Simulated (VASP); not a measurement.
# NaHfO (P-6m2) in VASP: a series of runs, part 2 of 2

VASP 6.6.1.

## (6) Relaxation of cell and atoms, PBE

INCAR

```
  ALGO = Normal
  EDIFF = 1E-7
  EDIFFG = -0.01
  ENCUT = 600
  GGA = PE
  IBRION = 2
  ISIF = 3
  ISMEAR = 0
  LASPH = T
  LCHARG = F
  LREAL = F
  LWAVE = F
  NELM = 100
  NSW = 100
  PREC = Accurate
  SIGMA = 0.1
```

KPOINTS

```
k-points
0
Gamma
  12 12 10
```

POSCAR

```
NaHfO
1.0
    3.7804585200      0.0000000000      0.0000000000
   -1.8902292600      3.2739731200      0.0000000000
    0.0000000000      0.0000000000      4.5046924800
Na Hf O
1 1 1
Direct
    0.0000000000      0.0000000000      0.0000000000
    0.6666666700      0.3333333300      0.5000000000
    0.3333333300      0.6666666700      0.5000000000
```

Potentials or basis: VASP PAW PBE potentials, release 64 (Na_pv, Hf_pv, O).

Run with:

```bash
$ cat potpaw_PBE.64/Na_pv/POTCAR potpaw_PBE.64/Hf_pv/POTCAR potpaw_PBE.64/O/POTCAR > POTCAR
$ mpirun -np 1 vasp_std > vasp.out
```

Run time: 12 min. Hardware: 1 thread of Intel Xeon Platinum 8259CL at 2.50GHz (Skylake/Cascade Lake), shared host; peak memory 0.29 GiB.

It converged, with:

* Free energy: -20.0088 eV
* Relaxed volume: 21.45 Å³/atom
* Relaxed cell: a = 3.530 Å, b = 3.530 Å, c = 5.961 Å, α = 90.00°, β = 90.00°, γ = 120.00°
* Space group after relaxing (to 0.1 Å): P-6m2 (No. 187)
* Energy gained by relaxing: 319.8 meV/atom
* Ionic steps: 12
* Pressure after relaxing: 0.1 GPa
* Band gap on the k mesh: zero (an odd number of electrons rules out a gap without spin polarisation)

Step by step:
```csv
step,energy change (eV),largest force (eV/Å),pressure (GPa),volume (Å³)
1,0.0000,0.0000,-3.84,55.76
2,-0.3948,0.0000,8.07,52.00
3,-0.3950,0.0000,9.56,51.65
4,-0.6938,0.0000,7.85,55.13
5,-0.8537,0.0000,6.23,62.10
6,-0.8785,0.0000,6.48,60.32
7,-0.8945,0.0000,-4.54,67.73
8,-0.9587,0.0000,0.04,64.06
9,-0.9587,0.0000,0.15,63.98
10,-0.9592,0.0000,0.11,64.12
11,-0.9594,0.0000,0.05,64.37
12,-0.9595,0.0000,0.05,64.35
```

Final structure:
```
Na Hf O
1.0
     3.53046    0.00000    0.00000
    -1.76523    3.05747    0.00000
     0.00000    0.00000    5.96142
Na Hf O
1 1 1
Cartesian
  0.0000 0.0000 0.0000
  1.7652 1.0192 2.9807
  0.0000 2.0383 2.9807
```

Levels at points of the mesh, in eV from the Fermi level:
```tsv
k point	band 9	band 10	band 11	band 12	band 13	band 14
(0.00, 0.00, 0.00)	-7.59	-5.78	-3.67	1.03	1.68	2.20
(0.50, 0.00, 0.00)	-6.26	-5.99	-0.90	0.08	0.98	1.46
(0.00, 0.00, 0.50)	-7.59	-5.96	-2.26	-1.54	1.41	2.17
(0.50, 0.00, 0.50)	-6.30	-5.99	-0.24	0.29	0.59	1.42
```

Caveat: the volume moved by over 15 % at a fixed basis, so the end points are rough; spin-orbit coupling is left out, which moves the levels of the heavy elements; an odd number of electrons without spin polarisation forces a metal; a magnetic or distorted state may lie lower.

## (7) Relaxation of cell and atoms, PBE

This run uses another cell than the first one, of 22.47 Å³/atom.

INCAR

```
PREC = Accurate
ENCUT = 600
EDIFF = 1E-7
ISMEAR = 0
SIGMA = 0.1
LREAL = False
LASPH = True
NELM = 60
ALGO = Normal
ISIF = 3
LWAVE = False
LCHARG = False
GGA = PE
IBRION = 2
NSW = 100
EDIFFG = -0.01
```

KPOINTS

```
Automatic mesh
0
Gamma
  18 18 8
```

POSCAR

```
NaHfO
1.0
    3.5379667856      0.0000000000      0.0000000000
   -1.7689833928      3.0639691141      0.0000000000
    0.0000000000      0.0000000000      6.2189403140
Na Hf O
1 1 1
Direct
    0.0000000000      0.0000000000      0.0000000000
    0.6666666667      0.3333333333      0.5000000000
    0.3333333333      0.6666666667      0.5000000000
```

Potentials or basis: VASP PAW PBE potentials, release 64 (Na_pv, Hf_pv, O).

Run with:

```bash
$ cat potpaw_PBE.64/Na_pv/POTCAR potpaw_PBE.64/Hf_pv/POTCAR potpaw_PBE.64/O/POTCAR > POTCAR
$ mpirun -np 1 vasp_std > vasp.out
```

OUTCAR:

```text
PREC = Accurate
   ENCUT = 600
   EDIFF = 1E-7
   ISMEAR = 0
   LREAL = False
   LASPH = True
   NELM = 60
   ISIF = 3
   GGA = PE
   IBRION = 2
   NSW = 100
   EDIFFG = -0.01

 ion  position               nearest neighbor table
   1  0.000  0.000  0.000-
   2  0.667  0.333  0.500-   3 2.04   3 2.04   3 2.04
   3  0.333  0.667  0.500-   2 2.04   2 2.04   2 2.04

  LATTYP: Found a hexagonal cell.
 ALAT       =     3.5379667856
 C/A-ratio  =     1.7577723848

  Lattice vectors:

 A1 = (   3.5379667856,   0.0000000000,   0.0000000000)
 A2 = (  -1.7689833928,   3.0639691141,   0.0000000000)
 A3 = (   0.0000000000,   0.0000000000,   6.2189403140)

Analysis of symmetry for initial positions (statically):
=====================================================================
 Subroutine PRICEL returns:
 Original cell was already a primitive cell.

 Routine SETGRP: Setting up the symmetry group for a
 hexagonal supercell.

 Subroutine GETGRP returns: Found 12 space group operations
 (whereof 12 operations were pure point group operations)
 out of a pool of 24 trial point group operations.

The static configuration has the point symmetry D_3h.

Analysis of symmetry for dynamics (positions and initial velocities):
=====================================================================
 Subroutine PRICEL returns:
 Original cell was already a primitive cell.

 Routine SETGRP: Setting up the symmetry group for a
 hexagonal supercell.

 Subroutine GETGRP returns: Found 12 space group operations
 (whereof 12 operations were pure point group operations)
 out of a pool of 24 trial point group operations.

The dynamic configuration has the point symmetry D_3h.

 Subroutine INISYM returns: Found 12 space group operations
 (whereof 12 operations are pure point group operations),
 and found     1 'primitive' translations

----------------------------------------------------------------------------------------

                                     Primitive cell

  volume of cell :      67.4147

  direct lattice vectors                    reciprocal lattice vectors
     3.537966786  0.000000000  0.000000000     0.282648216  0.163187024  0.000000000
    -1.768983393  3.063969114  0.000000000     0.000000000  0.326374047  0.000000000
     0.000000000  0.000000000  6.218940314     0.000000000  0.000000000  0.160799099

  length of vectors
     3.537966786  3.537966786  6.218940314     0.326374047  0.326374047  0.160799099

  position of ions in fractional coordinates (direct lattice)
     0.000000000  0.000000000  0.000000000
     0.666666667  0.333333333  0.500000000
     0.333333333  0.666666667  0.500000000

  ion indices of the primitive-cell ions
   primitive index   ion index
                 1           1
                 2           2
                 3           3

----------------------------------------------------------------------------------------

 KPOINTS: Automatic mesh

Automatic generation of k-mesh.
 Grid dimensions read from file:
 generate k-points for:   18   18    8

[... 53 lines left out ...]
 SYSTEM =  unknown system
   PREC   = accura    normal or accurate (medium, high low for compatibility)
   ISTART =      0    job   : 0-new  1-cont  2-samecut
   ICHARG =      2    charge: 1-file 2-atom 10-const
   ISPIN  =      1    spin polarized calculation?
   LNONCOLLINEAR =      F non collinear calculations
   LSORBIT =      F    spin-orbit coupling
   LASPH  =      T    aspherical Exc in radial PAW
   ENCUT  =  600.0 eV  44.10 Ry    6.64 a.u.   7.07  7.07 12.42*2*pi/ulx,y,z
   NELM   =     60;   NELMIN=  2; NELMDL= -5     # of ELM steps
   EDIFF  = 0.1E-06   stopping-criterion for ELM
   LREAL  =      F    real-space projection
   EDIFFG = -.1E-01   stopping-criterion for IOM
   NSW    =    100    number of steps for IOM
   IBRION =      2    ionic relax: 0-MD 1-quasi-New 2-CG
   NFREE  =      1    steps in history (QN), initial steepest desc. (CG)
   ISIF   =      3    stress and relaxation
   ISYM   =      2    0-nonsym 1-usesym 2-fastsym
   POTIM  = 0.5000    time-step for ionic-motion
   TEBEG  =    0.0;   TEEND  =   0.0 temperature during run
   PSTRESS=    0.0 pullay stress
   NELECT =      23.0000    total number of electrons
   NUPDOWN=      -1.0000    fix difference up-down
   EMIN   =  10.00;   EMAX   =-10.00  energy-range for DOS
   EFERMI =   0.00;   METHOD = LEGACY
   ISMEAR =     0;   SIGMA  =   0.10  broadening in eV -4-tet -1-fermi 0-gaus
   EFERMI_NEDOS =   21; number of points for ismear=-14 and -15
   IALGO  =     38    algorithm
   IMIX   =      4    mixing-type and parameters
     AMIX     =   0.40;   BMIX     =  1.00
     AMIX_MAG =   1.60;   BMIX_MAG =  1.00
  volume/ion in A,a.u.               =      22.47       151.65
  Fermi-wavevector in a.u.,A,eV,Ry     =   1.143930  2.161713 17.804240  1.308575
  Thomas-Fermi vector in A             =   2.280623
   LORBIT       =      0    0 simple, 1 ext, 2 COOP (PROOUT), +10 PAW based schemes
   GGA     = PE    functional components
   LHFCALC =     F    Hartree Fock is set to
   AEXX    =    0.0000 exact exchange contribution
   IVDW    =     0    specifies the selected vdW correction
   LEPSILON=     F    determine dielectric tensor
   LRPA    =     F    only Hartree local field effects (RPA)
 conjugate gradient relaxation of ions
 non-spin polarized calculation
 Gauss-broadening in eV      SIGMA  =   0.10
  energy-cutoff  :      600.00
  volume of cell :       67.41
 maximum number of plane-waves:      2277
   NGX = 15   NGY = 15   NGZ = 25

--------------------------------------- Ionic step        1  -------------------------------------------

 number of electron      22.9999988 magnetization

 Free energy of the ion-electron system (eV)
  ---------------------------------------------------
  ext. energy  EPLUGINS =         0.00000000
  ---------------------------------------------------
  free energy    TOTEN  =       -20.06646473 eV

  energy without entropy =      -20.05586559  energy(sigma->0) =      -20.06116516

------------------------ aborting loop because EDIFF is reached ----------------------------------------

  FORCE on cell =-STRESS in cart. coord.  units (eV):
  Direction    XX          YY          ZZ          XY          YZ          ZX
  --------------------------------------------------------------------------------------
  -------------------------------------------------------------------------------------
  Total       -0.3972111     -0.3972111     -0.0457390      0.0000000     -0.0000000      0.0000000
  in kB       -9.4401183     -9.4401183     -1.0870322      0.0000000     -0.0000000      0.0000000
  external PRESSURE =      -6.6557563 kB  Pullay stress =       0.0000000 kB
[... 61 lines left out ...]
--------------------------------------- Ionic step        3  -------------------------------------------

 number of electron      22.9999990 magnetization

 Free energy of the ion-electron system (eV)
  ---------------------------------------------------
  ext. energy  EPLUGINS =         0.00000000
  ---------------------------------------------------
  free energy    TOTEN  =       -20.06776989 eV

  energy without entropy =      -20.05731078  energy(sigma->0) =      -20.06254034

 E-fermi :   2.6841     XC(G=0):  -8.7200

 val. band max:        2.6769315002   @ k =   0.3333   0.2222   0.2500
 cond. band min:       2.6854658790   @ k =   0.2778   0.1111   0.3750
 fundamental gap:      0.0085343788
 Fermi energy:         2.6841291485

 k-point     1 :       0.0000    0.0000    0.0000
  band No.  band energies     occupation
      1     -29.2401      2.00000
      2     -29.2401      2.00000
      3     -29.2013      2.00000
      4     -21.7291      2.00000
      5     -21.7264      2.00000
      6     -21.7264      2.00000
      7     -18.3457      2.00000
      8      -4.9093      2.00000
      9      -4.9093      2.00000
     10      -3.0940      2.00000
     11      -0.8892      2.00000
     12       3.6904      0.00000
     13       4.0630      0.00000
     14       4.9019      0.00000
[... 401 lines left out ...]
      2     -29.3473      2.00000
      3     -29.1676      2.00000
      4     -21.7730      2.00000
      5     -21.7414      2.00000
      6     -21.7220      2.00000
      7     -17.4090      2.00000
      8      -4.7733      2.00000
      9      -3.5490      2.00000
     10      -3.2893      2.00000
     11       1.7432      2.00000
     12       2.8174      0.05940
     13       3.0755      0.00000
     14       4.8785      0.00000
     15       5.2423      0.00000

 [... further k-points ...]

------------------------ aborting loop because EDIFF is reached ----------------------------------------

  FORCE on cell =-STRESS in cart. coord.  units (eV):
  Direction    XX          YY          ZZ          XY          YZ          ZX
  --------------------------------------------------------------------------------------
  -------------------------------------------------------------------------------------
  Total        0.0018260      0.0018260     -0.0099882      0.0000000      0.0000000      0.0000000
  in kB        0.0436959      0.0436959     -0.2390128      0.0000000      0.0000000      0.0000000
  external PRESSURE =      -0.0505403 kB  Pullay stress =       0.0000000 kB
[... 18 lines left out ...]
  FREE ENERGIE OF THE ION-ELECTRON SYSTEM (eV)
  ---------------------------------------------------
  free  energy   TOTEN  =       -20.0677698868 eV

  energy  without entropy=      -20.0573107848  energy(sigma->0) =      -20.06254034

 reached required accuracy - stopping structural energy minimisation
```

OSZICAR:

```text
N       E                     dE             d eps       ncg     rms          rms(c)
[... 29 lines left out ...]
DAV:   2    -0.200690104010E+02    0.40803E-02   -0.13805E-02  5872   0.117E+00    0.419E-01
DAV:   3    -0.200679467558E+02    0.10636E-02   -0.27372E-03  6272   0.460E-01    0.184E-01
DAV:   4    -0.200677979261E+02    0.14883E-03   -0.44731E-04  6600   0.176E-01    0.912E-02
DAV:   5    -0.200677830338E+02    0.14892E-04   -0.12205E-05  6599   0.280E-02    0.603E-02
DAV:   6    -0.200677705924E+02    0.12441E-04   -0.18711E-05  6614   0.342E-02    0.116E-02
DAV:   7    -0.200677699721E+02    0.62031E-06   -0.10756E-06  6467   0.681E-03    0.223E-03
DAV:   8    -0.200677698548E+02    0.11728E-06   -0.60476E-08  3461   0.192E-03    0.123E-03
DAV:   9    -0.200677698868E+02   -0.31944E-07   -0.11168E-08  2838   0.114E-03
   3 F= -.20067770E+02 E0= -.20062540E+02  d E =-.130516E-02
```

Wall time 6.8 min (1 thread of Intel Xeon Platinum 8259CL at 2.50GHz (Skylake/Cascade Lake), shared host); peak memory 0.4 GiB.

What came out:

```yaml
Free_energy: -20.0678 eV
Relaxed_volume: 22.32 Å³/atom
Relaxed_cell: a = 3.527 Å, b = 3.527 Å, c = 6.217 Å, α = 90.00°, β = 90.00°, γ = 120.00°
Space_group_after_relaxing_to_0.1_Å: P-6m2 (No. 187)
Energy_gained_by_relaxing: 0.4 meV/atom
Ionic_steps: 3
Pressure_after_relaxing: 0.0 GPa
Band_gap_on_the_k_mesh: zero (an odd number of electrons rules out a gap without spin polarisation)
```

The path:
| step | energy change (eV) | largest force (eV/Å) | pressure (GPa) | volume (Å³) |
| --- | --- | --- | --- | --- |
| 1 | 0.0000 | 0.0000 | -0.67 | 67.41 |
| 2 | 0.0000 | 0.0000 | 0.67 | 66.51 |
| 3 | -0.0013 | 0.0000 | -0.01 | 66.95 |

Final structure:
```yaml
crystal:
  lattice:
    - [3.52652, 0.00000, 0.00000]
    - [-1.76326, 3.05405, 0.00000]
    - [0.00000, 0.00000, 6.21662]
  atoms:
    - { symbol: Na, position: [0.00000, 0.00000, 0.00000] }
    - { symbol: Hf, position: [0.66667, 0.33333, 0.50000] }
    - { symbol: O, position: [0.33333, 0.66667, 0.50000] }
```

Levels at points of the mesh, in eV from the Fermi level:
| k point | band 7 | band 8 | band 9 | band 10 | band 11 | band 12 | band 13 | band 14 | band 15 |
| --- | --- | --- | --- | --- | --- | --- | --- | --- | --- |
| (0.00, 0.00, 0.00) | -21.03 | -7.59 | -7.59 | -5.78 | -3.57 | 1.01 | 1.38 | 2.22 | 2.22 |
| (0.50, 0.00, 0.00) | -20.10 | -7.45 | -6.25 | -5.98 | -0.79 | 0.15 | 0.97 | 1.48 | 2.48 |
| (0.00, 0.00, 0.50) | -21.03 | -7.59 | -7.59 | -5.91 | -2.31 | -1.63 | 1.41 | 2.20 | 2.20 |
| (0.50, 0.00, 0.50) | -20.10 | -7.45 | -6.27 | -5.98 | -0.24 | 0.36 | 0.59 | 1.46 | 1.59 |

Caveat: spin-orbit coupling is left out, which moves the levels of the heavy elements; an odd number of electrons without spin polarisation forces a metal; a magnetic or distorted state may lie lower.

## (8) Overview

```tsv
task	cell	k mesh	cutoff (eV)	gap on the mesh (eV)	pressure (GPa)	relaxed volume (Å³/atom)
single point	a = 3.780, b = 3.780, c = 4.505 Å, angles 90.0, 90.0, 120.0°, 3 atoms	6 × 6 × 4	520	none	-3.7	-
single point	a = 3.538, b = 3.538, c = 6.219 Å, angles 90.0, 90.0, 120.0°, 3 atoms	12 × 12 × 10	520	none	-0.6	-
single point	a = 3.538, b = 3.538, c = 6.219 Å, angles 90.0, 90.0, 120.0°, 3 atoms	18 × 18 × 8	520	none	-0.6	-
relaxation of cell and atoms	relaxed from a = 3.780, b = 3.780, c = 4.505 Å, angles 90.0, 90.0, 120.0°, 3 atoms	12 × 12 × 10	600	none	0.1	21.45
relaxation of cell and atoms	relaxed from a = 3.538, b = 3.538, c = 6.219 Å, angles 90.0, 90.0, 120.0°, 3 atoms	18 × 18 × 8	600	none	0.0	22.32
```

Alike in all rows: level PBE; potentials or basis VASP PAW PBE potentials, release 64 (Na_pv, Hf_pv, O); no spin polarisation; smearing gaussian 0.1 eV.

Caveats: spin-orbit coupling is left out, which moves the levels of the heavy elements; an odd number of electrons without spin polarisation forces a metal; a magnetic or distorted state may lie lower; the cell stands under tension (at least some runs); the volume moved by over 15 % at a fixed basis, so the end points are rough (at least some runs).

Total energies depend on the potentials used, so only differences within one code and one set of settings carry meaning.
